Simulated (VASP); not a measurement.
# P in VASP: notebook

Runs on P. Level: PBEsol. Tasks: single point.

Everything below comes from runs of VASP 6.6.1. Logs are shortened: lines on timing, memory, paths and dates and some standing lists are left out, and cuts for length are marked.

## (1) The cell of the first run

The cell holds a slab with vacuum, 4 atoms: a = 3.137 Å, b = 33.305 Å, c = 4.597 Å, α = 90.00°, β = 90.00°, γ = 90.00°.

## (2) Single point, PBEsol (biaxial strain in the a-b plane: -4.5 %, then relaxed in part)

Contents of INCAR:

```
PREC = Accurate ; ENCUT = 520
EDIFF = 1E-6 ; ISMEAR = 0
SIGMA = 0.02 ; LREAL = False
LASPH = True ; NELM = 80
ALGO = Normal ; ISIF = 2
LWAVE = False ; LCHARG = True
GGA = PS ; LELF = True
LVHAR = True ; NBANDS = 18
```

Contents of KPOINTS:

```
regular mesh
0
Gamma
  8 1 6
```

Contents of POSCAR:

```
P
1.0
    3.1365705565      0.0000000000      0.0000000000
    0.0000000000     33.3053833657      0.0000000000
    0.0000000000      0.0000000000      4.5969024814
P
4
Direct
    0.0000000000      0.9684104471      0.5854859011
    0.0000000000      0.0315895529      0.4145140989
    0.5000000000      0.0315895529      0.0854859011
    0.5000000000      0.9684104471      0.9145140989
```

Potentials or basis: VASP PAW PBE potentials, release 64 (P).

Command:

```sh
> cat potpaw_PBE.64/P/POTCAR > POTCAR
> mpirun -np 1 vasp_std > vasp.out
```

OUTCAR:

```text
PREC = Accurate
   ENCUT = 520
   EDIFF = 1E-6
   ISMEAR = 0
   LREAL = False
   LASPH = True
   NELM = 80
   ISIF = 2
   GGA = PS

 ion  position               nearest neighbor table
   1  0.000  0.968  0.585-   4 2.18   4 2.18   2 2.25
   2  0.000  0.032  0.415-   3 2.18   3 2.18   1 2.25
   3  0.500  0.032  0.085-   2 2.18   2 2.18   4 2.25
   4  0.500  0.968  0.915-   1 2.18   1 2.18   3 2.25

  LATTYP: Found a simple orthorhombic cell.
 ALAT       =     3.1365705565
 B/A-ratio  =     1.4655823609
 C/A-ratio  =    10.6184071953

  Lattice vectors:

 A1 = (  -3.1365705565,   0.0000000000,   0.0000000000)
 A2 = (   0.0000000000,   0.0000000000,   4.5969024814)
 A3 = (   0.0000000000,  33.3053833657,   0.0000000000)

Analysis of symmetry for initial positions (statically):
=====================================================================
 Subroutine PRICEL returns:
 Original cell was already a primitive cell.

 Routine SETGRP: Setting up the symmetry group for a
 simple orthorhombic supercell.

 Subroutine GETGRP returns: Found  8 space group operations
 (whereof  4 operations were pure point group operations)
 out of a pool of  8 trial point group operations.

The static configuration has the point symmetry C_2h.
 The point group associated with its full space group is D_2h.

Analysis of symmetry for dynamics (positions and initial velocities):
=====================================================================
 Subroutine PRICEL returns:
 Original cell was already a primitive cell.

 Routine SETGRP: Setting up the symmetry group for a
 simple orthorhombic supercell.

 Subroutine GETGRP returns: Found  8 space group operations
 (whereof  4 operations were pure point group operations)
 out of a pool of  8 trial point group operations.

The dynamic configuration has the point symmetry C_2h.
 The point group associated with its full space group is D_2h.

 Subroutine INISYM returns: Found  8 space group operations
 (whereof  4 operations are pure point group operations),
 and found     1 'primitive' translations

----------------------------------------------------------------------------------------

                                     Primitive cell

  volume of cell :     480.2140

  direct lattice vectors                    reciprocal lattice vectors
     3.136570557  0.000000000  0.000000000     0.318819546  0.000000000  0.000000000
     0.000000000 33.305383366  0.000000000     0.000000000  0.030025176  0.000000000
     0.000000000  0.000000000  4.596902481     0.000000000  0.000000000  0.217537789

  length of vectors
     3.136570557 33.305383366  4.596902481     0.318819546  0.030025176  0.217537789

  position of ions in fractional coordinates (direct lattice)
     0.000000000  0.968410447  0.585485901
     0.000000000  0.031589553  0.414514099
     0.500000000  0.031589553  0.085485901
     0.500000000  0.968410447  0.914514099

  ion indices of the primitive-cell ions
   primitive index   ion index
                 1           1
                 2           2
                 3           3
                 4           4

----------------------------------------------------------------------------------------

 KPOINTS: regular mesh

Automatic generation of k-mesh.
 Grid dimensions read from file:
 generate k-points for:    8    1    6

 Generating k-lattice:

  Cartesian coordinates                     Fractional coordinates (reciprocal lattice)
     0.039852443  0.000000000  0.000000000     0.125000000  0.000000000  0.000000000
     0.000000000  0.030025176  0.000000000     0.000000000  1.000000000  0.000000000
     0.000000000  0.000000000  0.036256298     0.000000000  0.000000000  0.166666667

  Length of vectors
     0.039852443  0.030025176  0.036256298

  Shift w.r.t. Gamma in fractional coordinates (k-lattice)
     0.000000000  0.000000000  0.000000000

 Subroutine IBZKPT returns following result:
 ===========================================

 Found     20 irreducible k-points:

 Following reciprocal coordinates:
            Coordinates               Weight
  0.000000  0.000000  0.000000      1.000000
  0.125000  0.000000  0.000000      2.000000
  0.250000  0.000000  0.000000      2.000000
  0.375000  0.000000  0.000000      2.000000
  0.500000  0.000000  0.000000      1.000000
  0.000000  0.000000  0.166667      2.000000
[... 12 lines left out ...]
  0.375000  0.000000  0.500000      2.000000
  0.500000  0.000000  0.500000      1.000000
   k-points           NKPTS =     20   k-points in BZ     NKDIM =     20   number of bands    NBANDS=     18
   number of dos      NEDOS =    301   number of ions     NIONS =      4
   total plane-waves  NPLWV = 216000
   dimension x,y,z NGX =    24 NGY =  250 NGZ =   36
   dimension x,y,z NGXF=    48 NGYF=  500 NGZF=   72
   ions per type =               4
   NGX,Y,Z   is equivalent  to a cutoff of  12.72, 12.48, 13.02 a.u.
   NGXF,Y,Z  is equivalent  to a cutoff of  25.44, 24.96, 26.04 a.u.
 SYSTEM =  unknown system
   PREC   = accura    normal or accurate (medium, high low for compatibility)
   ISTART =      0    job   : 0-new  1-cont  2-samecut
   ICHARG =      2    charge: 1-file 2-atom 10-const
   ISPIN  =      1    spin polarized calculation?
   LNONCOLLINEAR =      F non collinear calculations
   LSORBIT =      F    spin-orbit coupling
   LASPH  =      T    aspherical Exc in radial PAW
   ENCUT  =  520.0 eV  38.22 Ry    6.18 a.u.   5.83 61.93  8.55*2*pi/ulx,y,z
   NELM   =     80;   NELMIN=  2; NELMDL= -5     # of ELM steps
   EDIFF  = 0.1E-05   stopping-criterion for ELM
   LREAL  =      F    real-space projection
   EDIFFG = 0.1E-04   stopping-criterion for IOM
   NSW    =      0    number of steps for IOM
   IBRION =     -1    ionic relax: 0-MD 1-quasi-New 2-CG
   NFREE  =      0    steps in history (QN), initial steepest desc. (CG)
   ISIF   =      2    stress and relaxation
   ISYM   =      2    0-nonsym 1-usesym 2-fastsym
   POTIM  = 0.5000    time-step for ionic-motion
   TEBEG  =    0.0;   TEEND  =   0.0 temperature during run
   PSTRESS=    0.0 pullay stress
   NELECT =      20.0000    total number of electrons
   NUPDOWN=      -1.0000    fix difference up-down
   EMIN   =  10.00;   EMAX   =-10.00  energy-range for DOS
   EFERMI =   0.00;   METHOD = LEGACY
   ISMEAR =     0;   SIGMA  =   0.02  broadening in eV -4-tet -1-fermi 0-gaus
   EFERMI_NEDOS =   21; number of points for ismear=-14 and -15
   IALGO  =     38    algorithm
   IMIX   =      4    mixing-type and parameters
     AMIX     =   0.40;   BMIX     =  1.00
     AMIX_MAG =   1.60;   BMIX_MAG =  1.00
  volume/ion in A,a.u.               =     120.05       810.16
  Fermi-wavevector in a.u.,A,eV,Ry     =   0.567466  1.072355  4.381317  0.322018
  Thomas-Fermi vector in A             =   1.606290
   LORBIT       =      0    0 simple, 1 ext, 2 COOP (PROOUT), +10 PAW based schemes
   GGA     = PS    functional components
   LHFCALC =     F    Hartree Fock is set to
   AEXX    =    0.0000 exact exchange contribution
   IVDW    =     0    specifies the selected vdW correction
   LEPSILON=     F    determine dielectric tensor
   LRPA    =     F    only Hartree local field effects (RPA)
 non-spin polarized calculation
 Gauss-broadening in eV      SIGMA  =   0.02
  energy-cutoff  :      520.00
  volume of cell :      480.21
 maximum number of plane-waves:     12988
 NGX is ok and might be reduce to    24
   NGX = 11   NGY =123   NGZ = 17

 number of electron      20.0000001 magnetization

 Free energy of the ion-electron system (eV)
  ---------------------------------------------------
  ext. energy  EPLUGINS =         0.00000000
  ---------------------------------------------------
  free energy    TOTEN  =       -22.74562253 eV

  energy without entropy =      -22.74562253  energy(sigma->0) =      -22.74562253

 E-fermi :  -3.1868     XC(G=0):  -1.8945

 val. band max:       -3.3214164288   @ k =   0.1250   0.0000   0.0000
 cond. band min:      -2.6690992777   @ k =   0.0000   0.0000   0.0000
 fundamental gap:      0.6523171510
 Fermi energy:        -3.1867544797

 k-point     1 :       0.0000    0.0000    0.0000
  band No.  band energies     occupation
      1     -18.6266      2.00000
      2     -16.1387      2.00000
      3     -12.5312      2.00000
      4      -9.2726      2.00000
      5      -8.2153      2.00000
      6      -8.0672      2.00000
[... 10 lines left out ...]
     17       1.7662      0.00000
     18       1.9123      0.00000

 k-point     2 :       0.1250    0.0000    0.0000
  band No.  band energies     occupation
      1     -18.4170      2.00000
      2     -15.9223      2.00000
      3     -12.5312      2.00000
      4      -9.1078      2.00000
      5      -8.0789      2.00000
      6      -8.0254      2.00000
[... 10 lines left out ...]
     17       2.0051      0.00000
     18       2.1074      0.00000

 k-point     3 :       0.2500    0.0000    0.0000
  band No.  band energies     occupation
      1     -17.7941      2.00000
      2     -15.2760      2.00000
      3     -12.8257      2.00000
      4      -8.9938      2.00000
      5      -8.7257      2.00000
      6      -8.6586      2.00000
[... 10 lines left out ...]
     17       2.2413      0.00000
     18       2.7188      0.00000

 k-point     4 :       0.3750    0.0000    0.0000
  band No.  band energies     occupation
      1     -16.7808      2.00000
      2     -14.2094      2.00000
      3     -13.9412      2.00000
      4     -10.9309      2.00000
      5      -8.9474      2.00000
      6      -8.1779      2.00000
[... 291 lines left out ...]
      4     -11.6474      2.00000
      5      -8.6936      2.00000
      6      -8.6936      2.00000
[... 10 lines left out ...]
     17       3.3372      0.00000
     18       3.3372      0.00000

 k-point    19 :       0.3750    0.0000    0.5000
  band No.  band energies     occupation
      1     -15.7626      2.00000
      2     -15.7626      2.00000
      3     -12.2964      2.00000
      4     -12.2964      2.00000
      5      -9.1699      2.00000
      6      -9.1699      2.00000
[... 10 lines left out ...]
     17       3.2783      0.00000
     18       3.2783      0.00000

 k-point    20 :       0.5000    0.0000    0.5000
  band No.  band energies     occupation
      1     -15.0360      2.00000
      2     -15.0360      2.00000
      3     -13.1677      2.00000
      4     -13.1677      2.00000
      5      -8.3950      2.00000
      6      -8.3950      2.00000
[... 10 lines left out ...]
     17       3.1191      0.00000
     18       3.1191      0.00000

------------------------ aborting loop because EDIFF is reached ----------------------------------------

  FORCE on cell =-STRESS in cart. coord.  units (eV):
  Direction    XX          YY          ZZ          XY          YZ          ZX
  --------------------------------------------------------------------------------------
  -------------------------------------------------------------------------------------
  Total        4.2787166     -0.0857178     -0.0824927      0.0000000     -0.0000000      0.0000000
  in kB       14.2754338     -0.2859873     -0.2752271      0.0000000     -0.0000000      0.0000000
  external PRESSURE =       4.5714065 kB  Pullay stress =       0.0000000 kB

 VOLUME and BASIS-vectors are now :
 -----------------------------------------------------------------------------
  energy-cutoff  :      520.00
  volume of cell :      480.21
      direct lattice vectors                 reciprocal lattice vectors
     3.136570557  0.000000000  0.000000000     0.318819546  0.000000000  0.000000000
     0.000000000 33.305383366  0.000000000     0.000000000  0.030025176  0.000000000
     0.000000000  0.000000000  4.596902481     0.000000000  0.000000000  0.217537789

 POSITION                                       TOTAL-FORCE (eV/Angst)
 -----------------------------------------------------------------------------------
      0.00000     32.25328      2.69142        -0.000000      0.016989      0.019380
      0.00000      1.05210      1.90548        -0.000000     -0.016989     -0.019380
      1.56829      1.05210      0.39297         0.000000     -0.016989      0.019380
      1.56829     32.25328      4.20393        -0.000000      0.016989     -0.019380
 -----------------------------------------------------------------------------------
    total drift:                               -0.000000     -0.000000     -0.000000

  FREE ENERGIE OF THE ION-ELECTRON SYSTEM (eV)
  ---------------------------------------------------
  free  energy   TOTEN  =       -22.7456225312 eV

  energy  without entropy=      -22.7456225312  energy(sigma->0) =      -22.74562253
```

Run time: 9.8 min. Hardware: 1 thread of Intel Xeon 8259CL, shared host; peak memory 0.55 GiB.

What came out:

```yaml
Free_energy: -22.7456 eV
Largest_force: 0.026 eV/Å
Band_gap_on_the_k_mesh: 0.65 eV, indirect (least direct gap 0.67 eV)
```

Forces in eV/Å, atoms in the order of the input:
```
P    0.000  0.017  0.019
P    0.000 -0.017 -0.019
P    0.000 -0.017  0.019
P    0.000  0.017 -0.019
```

Levels at points of the mesh, in eV from the valence-band top:
| k point | band 7 | band 8 | band 9 | band 10 | band 11 | band 12 | band 13 | band 14 |
| --- | --- | --- | --- | --- | --- | --- | --- | --- |
| (0.00, 0.00, 0.00) | -2.65 | -1.99 | -1.05 | -0.02 | 0.65 | 2.32 | 3.60 | 3.95 |
| (0.50, 0.00, 0.00) | -2.72 | -2.72 | -1.94 | -1.94 | 1.07 | 1.07 | 1.98 | 1.98 |
| (0.00, 0.00, 0.50) | -1.84 | -1.84 | -1.20 | -1.20 | 2.85 | 2.85 | 3.62 | 3.62 |
| (0.50, 0.00, 0.50) | -4.67 | -4.67 | -1.07 | -1.07 | 2.43 | 2.43 | 3.78 | 3.78 |

Caveat: the cell differs from its parent crystal (biaxial strain in the a-b plane: -4.5 %, then relaxed in part); the PAW data sets were made with another functional, which shifts forces and pressure a little.

## (3) Single point, PBEsol (biaxial strain in the a-b plane: -3.0 %)

Contents of INCAR:

```
SYSTEM = P
ALGO = Normal
EDIFF = 1E-6
ENCUT = 520
GGA = PS
ISIF = 2
ISMEAR = 0
LASPH = .TRUE.
LCHARG = .FALSE.
LREAL = .FALSE.
LWAVE = .FALSE.
NBANDS = 18
NELM = 80
PREC = Accurate
SIGMA = 0.02
```

Contents of KPOINTS:

```
k-points
0
G
  8 1 6
  0 0 0
```

Contents of POSCAR:

```
P
1.0
    3.1858360627      0.0000000000      0.0000000000
    0.0000000000     33.8285045704      0.0000000000
    0.0000000000      0.0000000000      4.5167747217
P
4
Direct
    0.0000000000      0.9692855294      0.5838571786
    0.0000000000      0.0307144706      0.4161428214
    0.5000000000      0.0307144706      0.0838571786
    0.5000000000      0.9692855294      0.9161428214
```

Potentials or basis: VASP PAW PBE potentials, release 64 (P).

Command:

```sh
> cat potpaw_PBE.64/P/POTCAR > POTCAR
> mpirun -np 1 vasp_std > vasp.out
```

Wall time 8.8 min (1 thread of Intel Xeon 8259CL, shared host); peak memory 0.53 GiB.

It converged, with:

| Property | Result |
| --- | --- |
| Free energy | -22.7918 eV |
| Largest force | 0.270 eV/Å |
| Band gap on the k mesh | 0.81 eV, indirect (the least direct gap lies 4.3 meV higher) |

Forces in eV/Å, atoms in the order of the input:
```
P    0.000 -0.264  0.057
P    0.000  0.264 -0.057
P    0.000  0.264  0.057
P    0.000 -0.264 -0.057
```

Levels at points of the mesh, in eV from the valence-band top:
```
           k point  band 7  band 8  band 9  band 10  band 11  band 12  band 13  band 14
(0.00, 0.00, 0.00)   -3.03   -1.93   -1.28     0.00     0.81     1.98     3.30     3.70
(0.50, 0.00, 0.00)   -2.77   -2.77   -1.99    -1.99     1.16     1.16     1.95     1.95
(0.00, 0.00, 0.50)   -2.15   -2.15   -1.17    -1.17     2.59     2.59     3.74     3.74
(0.50, 0.00, 0.50)   -4.81   -4.81   -1.13    -1.13     2.52     2.52     3.93     3.93
```

Caveat: the cell differs from its parent crystal (biaxial strain in the a-b plane: -3.0 %); the PAW data sets were made with another functional, which shifts forces and pressure a little.
